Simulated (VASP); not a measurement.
Input of a VASP 6.6.1 run:

Contents of POSCAR:

```
Si
1.0
   -1.5781074821      1.5781074821      1.3203298500
    1.5781074821     -1.5781074821      1.3203298500
    1.5781074821      1.5781074821     -1.3203298500
Si
1
Direct
    0.0000000000      0.0000000000      0.0000000000
```

INCAR.step1

```
SYSTEM = Si
PREC = Accurate
ENCUT = 520
ISMEAR = 0
SIGMA = 0.15
LREAL = .FALSE.
LASPH = .TRUE.
NELM = 80
NBANDS = 8
GGA = PE
ALGO = Normal
EDIFF = 1E-4
LWAVE = .TRUE.
LCHARG = .FALSE.
```

INCAR.step2

```
SYSTEM = Si
PREC = Accurate
ENCUT = 520
EDIFF = 1E-7
ISMEAR = 0
SIGMA = 0.15
LREAL = .FALSE.
LASPH = .TRUE.
NELM = 80
ALGO = Normal
ISIF = 2
LWAVE = .FALSE.
LCHARG = .TRUE.
METAGGA = R2SCAN
LMIXTAU = .TRUE.
LELF = .TRUE.
LVHAR = .TRUE.
NBANDS = 8
ISTART = 1
```

KPOINTS

```
regular mesh
0
G
  22 22 22
  0 0 0
```

Potentials or basis: VASP PAW PBE potentials, release 64 (Si).

Run with:

```console
$ cat potpaw_PBE.64/Si/POTCAR > POTCAR
$ cp INCAR.step1 INCAR
$ mpirun -np 1 vasp_std > vasp.out
$ cp INCAR.step2 INCAR
$ mpirun -np 1 vasp_std > vasp.out
```

**Question.** Estimate the pressure.

**Answer.** 6.7 GPa.

**Question.** Predict the band gap on the k mesh.

**Answer.** Zero (bands 2 and 3 overlap by 15.03 eV).

Stress tensor (GPa, compression positive):
```
8.52 0.00 0.00
0.00 8.52 0.00
0.00 0.00 2.95
```

Caveat: the cell differs from its parent crystal (strain -0.030 along x and y, +0.000 along z); the stress differs along the axes, from 3 to 9 GPa; the PAW data sets were made with another functional, which shifts forces and pressure a little.
